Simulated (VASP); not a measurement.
# NaCl (P6_3/mmc) in VASP: further runs

The runs below take NaCl through single point, with PBE.

All numbers are computed with VASP 6.6.1; they aren't measurements. Logs are shortened: lines on timing, memory, paths and dates and some standing lists are left out, and cuts for length are marked.

**1. The cell of the first run**

Symmetry: P6_3/mmc, No. 194, hexagonal system. Conventional cell: a = 3.892 Å, b = 3.892 Å, c = 6.737 Å, α = 90.00°, β = 90.00°, γ = 120.00°. Within 3.7 Å of Na (site symmetry -3m) lie 6 Cl at 2.81 Å and 2 Na at 3.37 Å. Cl (site symmetry -6m2) has 6 Na at 2.81 Å within 3.7 Å.

**2. Single point, PBE**

INCAR

```
SYSTEM = NaCl
ALGO = Normal
EDIFF = 1E-6
ENCUT = 520
GGA = PE
ISIF = 2
ISMEAR = 0
LASPH = .True.
LCHARG = .False.
LREAL = .False.
LWAVE = .False.
NBANDS = 22
NELM = 60
PREC = Accurate
SIGMA = 0.01
```

KPOINTS

```
k-points
0
Gamma
  6 6 4
  0 0 0
```

POSCAR

```
NaCl
1.0
    3.8922715770      0.0000000000      0.0000000000
   -1.9461357885      3.3708060641      0.0000000000
    0.0000000000      0.0000000000      6.7368165382
Na Cl
2 2
Direct
    0.0000000000      0.0000000000      0.0000000000
    0.0000000000      0.0000000000      0.5000000000
    0.3333333333      0.6666666667      0.2500000000
    0.6666666667      0.3333333333      0.7500000000
```

Potentials or basis: VASP PAW PBE potentials, release 64 (Na_pv, Cl).

Command:

```sh
> cat potpaw_PBE.64/Na_pv/POTCAR potpaw_PBE.64/Cl/POTCAR > POTCAR
> mpirun -np 1 vasp_std > vasp.out
```

OUTCAR:

```text
SYSTEM = NaCl
   EDIFF = 1E-6
   ENCUT = 520
   GGA = PE
   ISIF = 2
   ISMEAR = 0
   LASPH = .True.
   LREAL = .False.
   NELM = 60
   PREC = Accurate

 ion  position               nearest neighbor table
   1  0.000  0.000  0.000-
   2  0.000  0.000  0.500-
   3  0.333  0.667  0.250-
   4  0.667  0.333  0.750-

  LATTYP: Found a hexagonal cell.
 ALAT       =     3.8922715770
 C/A-ratio  =     1.7308187276

  Lattice vectors:

 A1 = (   3.8922715770,   0.0000000000,   0.0000000000)
 A2 = (  -1.9461357885,   3.3708060641,   0.0000000000)
 A3 = (   0.0000000000,   0.0000000000,   6.7368165382)

Analysis of symmetry for initial positions (statically):
=====================================================================
 Subroutine PRICEL returns:
 Original cell was already a primitive cell.

 Routine SETGRP: Setting up the symmetry group for a
 hexagonal supercell.

 Subroutine GETGRP returns: Found 24 space group operations
 (whereof 12 operations were pure point group operations)
 out of a pool of 24 trial point group operations.

The static configuration has the point symmetry D_3d.
 The point group associated with its full space group is D_6h.

Analysis of symmetry for dynamics (positions and initial velocities):
=====================================================================
 Subroutine PRICEL returns:
 Original cell was already a primitive cell.

 Routine SETGRP: Setting up the symmetry group for a
 hexagonal supercell.

 Subroutine GETGRP returns: Found 24 space group operations
 (whereof 12 operations were pure point group operations)
 out of a pool of 24 trial point group operations.

The dynamic configuration has the point symmetry D_3d.
 The point group associated with its full space group is D_6h.

 Subroutine INISYM returns: Found 24 space group operations
 (whereof 12 operations are pure point group operations),
 and found     1 'primitive' translations

----------------------------------------------------------------------------------------

                                     Primitive cell

  volume of cell :      88.3877

[... 82 lines left out ...]
   ISPIN  =      1    spin polarized calculation?
   LNONCOLLINEAR =      F non collinear calculations
   LSORBIT =      F    spin-orbit coupling
   LASPH  =      T    aspherical Exc in radial PAW
   ENCUT  =  520.0 eV  38.22 Ry    6.18 a.u.   7.24  7.24 12.53*2*pi/ulx,y,z
   NELM   =     60;   NELMIN=  2; NELMDL= -5     # of ELM steps
   EDIFF  = 0.1E-05   stopping-criterion for ELM
   LREAL  =      F    real-space projection
   EDIFFG = 0.1E-04   stopping-criterion for IOM
   NSW    =      0    number of steps for IOM
   IBRION =     -1    ionic relax: 0-MD 1-quasi-New 2-CG
   NFREE  =      0    steps in history (QN), initial steepest desc. (CG)
   ISIF   =      2    stress and relaxation
   ISYM   =      2    0-nonsym 1-usesym 2-fastsym
   POTIM  = 0.5000    time-step for ionic-motion
   TEBEG  =    0.0;   TEEND  =   0.0 temperature during run
   PSTRESS=    0.0 pullay stress
   NELECT =      28.0000    total number of electrons
   NUPDOWN=      -1.0000    fix difference up-down
   EMIN   =  10.00;   EMAX   =-10.00  energy-range for DOS
   EFERMI =   0.00;   METHOD = LEGACY
   ISMEAR =     0;   SIGMA  =   0.01  broadening in eV -4-tet -1-fermi 0-gaus
   EFERMI_NEDOS =   21; number of points for ismear=-14 and -15
   IALGO  =     38    algorithm
   IMIX   =      4    mixing-type and parameters
     AMIX     =   0.40;   BMIX     =  1.00
     AMIX_MAG =   1.60;   BMIX_MAG =  1.00
  volume/ion in A,a.u.               =      22.10       149.12
  Fermi-wavevector in a.u.,A,eV,Ry     =   1.115999  2.108931 16.945414  1.245453
  Thomas-Fermi vector in A             =   2.252608
   LORBIT       =      0    0 simple, 1 ext, 2 COOP (PROOUT), +10 PAW based schemes
   GGA     = PE    functional components
   LHFCALC =     F    Hartree Fock is set to
   AEXX    =    0.0000 exact exchange contribution
   IVDW    =     0    specifies the selected vdW correction
   LEPSILON=     F    determine dielectric tensor
   LRPA    =     F    only Hartree local field effects (RPA)
 non-spin polarized calculation
 Gauss-broadening in eV      SIGMA  =   0.01
  energy-cutoff  :      520.00
  volume of cell :       88.39
 maximum number of plane-waves:      2419
 NGX is ok and might be reduce to    30
   NGX = 15   NGY = 15   NGZ = 25

 number of electron      27.9999995 magnetization

 Free energy of the ion-electron system (eV)
  ---------------------------------------------------
  ext. energy  EPLUGINS =         0.00000000
  ---------------------------------------------------
  free energy    TOTEN  =       -13.43809349 eV

  energy without entropy =      -13.43809349  energy(sigma->0) =      -13.43809349

 E-fermi :  -0.4769     XC(G=0):  -8.2246

 val. band max:       -0.5636282902   @ k =   0.0000   0.0000   0.0000
 cond. band min:       4.5080030994   @ k =   0.0000   0.0000   0.0000
 fundamental gap:      5.0716313896
 Fermi energy:        -0.4768977405

 k-point     1 :       0.0000    0.0000    0.0000
  band No.  band energies     occupation
      1     -21.5617      2.00000
      2     -21.5074      2.00000
      3     -21.5074      2.00000
      4     -21.5009      2.00000
      5     -21.5009      2.00000
      6     -21.4957      2.00000
[... 514 lines left out ...]
     21      10.9003      0.00000
     22      10.9003      0.00000

------------------------ aborting loop because EDIFF is reached ----------------------------------------

  FORCE on cell =-STRESS in cart. coord.  units (eV):
  Direction    XX          YY          ZZ          XY          YZ          ZX
  --------------------------------------------------------------------------------------
  -------------------------------------------------------------------------------------
  Total        0.6678232      0.6678232      0.7075333     -0.0000000      0.0000000      0.0000000
  in kB       12.1054369     12.1054369     12.8252504     -0.0000000      0.0000000      0.0000000
  external PRESSURE =      12.3453747 kB  Pullay stress =       0.0000000 kB

 VOLUME and BASIS-vectors are now :
 -----------------------------------------------------------------------------
  energy-cutoff  :      520.00
  volume of cell :       88.39
      direct lattice vectors                 reciprocal lattice vectors
     3.892271577  0.000000000  0.000000000     0.256919380  0.148332473  0.000000000
    -1.946135788  3.370806064  0.000000000     0.000000000  0.296664946  0.000000000
     0.000000000  0.000000000  6.736816538     0.000000000  0.000000000  0.148438063

 POSITION                                       TOTAL-FORCE (eV/Angst)
 -----------------------------------------------------------------------------------
      0.00000      0.00000      0.00000         0.000000     -0.000000      0.000000
      0.00000      0.00000      3.36841         0.000000     -0.000000      0.000000
     -0.00000      2.24720      1.68420        -0.000000      0.000000      0.000000
      1.94614      1.12360      5.05261         0.000000     -0.000000      0.000000
 -----------------------------------------------------------------------------------
    total drift:                               -0.000000      0.000000     -0.000000

  FREE ENERGIE OF THE ION-ELECTRON SYSTEM (eV)
  ---------------------------------------------------
  free  energy   TOTEN  =       -13.4380934925 eV

  energy  without entropy=      -13.4380934925  energy(sigma->0) =      -13.43809349
```

Run time: 45 s. Hardware: 1 thread of Intel Xeon Platinum 8375C at 2.90GHz (Ice Lake), shared host; peak memory 0.2 GiB.

What came out:

- Free energy: -13.4381 eV
- Pressure: 1.2 GPa
- Band gap on the k mesh: 5.07 eV

Levels at points of the mesh, in eV from the valence-band top:
```csv
k point,band 11,band 12,band 13,band 14,band 15,band 16,band 17,band 18
"(0.00, 0.00, 0.00)",-0.22,-0.22,0.00,0.00,5.07,7.37,10.22,10.27
"(0.50, 0.00, 0.00)",-1.11,-0.65,-0.58,-0.32,7.69,7.97,8.23,9.95
"(0.00, 0.00, 0.50)",-0.11,-0.11,-0.11,-0.11,6.54,6.54,9.76,9.76
"(0.50, 0.00, 0.50)",-0.66,-0.66,-0.45,-0.45,7.50,7.50,8.96,8.96
```

**3. Single point, PBE**

INCAR

```
  PREC = Accurate
  ENCUT = 520
  EDIFF = 1E-6
  ISMEAR = 0
  SIGMA = 0.01
  LREAL = F
  LASPH = T
  NELM = 60
  ALGO = Normal
  ISIF = 2
  LWAVE = F
  LCHARG = F
  GGA = PE
  NBANDS = 22
```

KPOINTS

```
regular mesh
0
Gamma
  6 6 4
```

POSCAR is that of step 2.

Potentials or basis: VASP PAW PBE potentials, release 64 (Na_pv, Cl).

Command:

```sh
> cat potpaw_PBE.64/Na_pv/POTCAR potpaw_PBE.64/Cl/POTCAR > POTCAR
> mpirun -np 1 vasp_std > vasp.out
```

Run time: 49 s. Hardware: 1 thread of Intel Xeon Platinum 8375C at 2.90GHz (Ice Lake), shared host; peak memory 0.2 GiB.

The run converged. Its results:

```
Free energy            : -13.4381 eV
Pressure               : 1.2 GPa
Band gap on the k mesh : 5.07 eV
```

Levels at points of the mesh, in eV from the valence-band top:
| k point | band 12 | band 13 | band 14 | band 15 | band 16 | band 17 |
| --- | --- | --- | --- | --- | --- | --- |
| (0.00, 0.00, 0.00) | -0.22 | 0.00 | 0.00 | 5.07 | 7.37 | 10.22 |
| (0.50, 0.00, 0.00) | -0.65 | -0.58 | -0.32 | 7.69 | 7.97 | 8.23 |
| (0.00, 0.00, 0.50) | -0.11 | -0.11 | -0.11 | 6.54 | 6.54 | 9.76 |
| (0.50, 0.00, 0.50) | -0.66 | -0.45 | -0.45 | 7.50 | 7.50 | 8.96 |
